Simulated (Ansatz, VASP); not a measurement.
# Two plane-wave programs on Sn

The input INCAR:

```
ALGO = Normal
EDIFF = 1E-6
ENCUT = 520
ISIF = 2
ISMEAR = -1
LASPH = T
LCHARG = F
LREAL = F
LWAVE = F
NBANDS = 21
NELM = 60
PREC = Accurate
SIGMA = 0.1
```

Contents of KPOINTS:

```
k-points
0
Gamma
  9 9 9
```

Contents of POSCAR:

```
Sn
1.0
    0.0000000000      3.2380799619      3.2380799619
    3.2380799619      0.0000000000      3.2380799619
    3.2380799619      3.2380799619      0.0000000000
Sn
2
Direct
    0.5000000000      0.5000000000      0.5000000000
    0.7500000000      0.7500000000      0.7500000000
```

Input for Ansatz:

```yaml
crystal:
  lattice:
    - [0.0, 3.2380799619, 3.2380799619]
    - [3.2380799619, 0.0, 3.2380799619]
    - [3.2380799619, 3.2380799619, 0.0]
  atoms:
    - { symbol: Sn, position: [0.5, 0.5, 0.5] }
    - { symbol: Sn, position: [0.75, 0.75, 0.75] }
hamiltonian:
  xc: lda
  pseudopotentials:
    kind: paw
    azcp:
      Sn: "pseudopotentials/Sn.paw.azcp"
basis:
  ecutwfc: 600
  fft_grid_basis: typed
kpoints:
  mp_grid: { grid: [9, 9, 9], shift: [0, 0, 0] }
magnetization:
  spin_polarized: false
scf:
  occupations: { method: fermi_dirac, width: 0.1 }
  lower_state_search: "off"
output:
  stress: true
  write_density: true
  write_potential: true
  elf: true
  volumetric_format: npy
```

Alike in both runs: task single point; functional LDA; k mesh 9 × 9 × 9; occupations fermi-dirac, width 0.1 eV; no spin polarisation.

|  | VASP | Ansatz |
| --- | --- | --- |
| version | VASP 6.6.1 | Ansatz 0.2.0 |
| potentials or method | VASP PAW LDA potentials, release 64 (Sn_d), cutoff 520 eV | plane waves (600 eV) with PAW, scalar-relativistic |
| valence electrons in the cell | 28 | 28 |

|  | VASP | Ansatz | Ansatz less VASP |
| --- | --- | --- | --- |
| pressure (GPa) | 0.0 | 0.0 | -0.02 |

Ansatz warns that its potentials were made for another functional, while VASP's fit it. LDA's correlation is that of Perdew and Zunger in VASP and of Perdew and Wang (1992) in Ansatz.
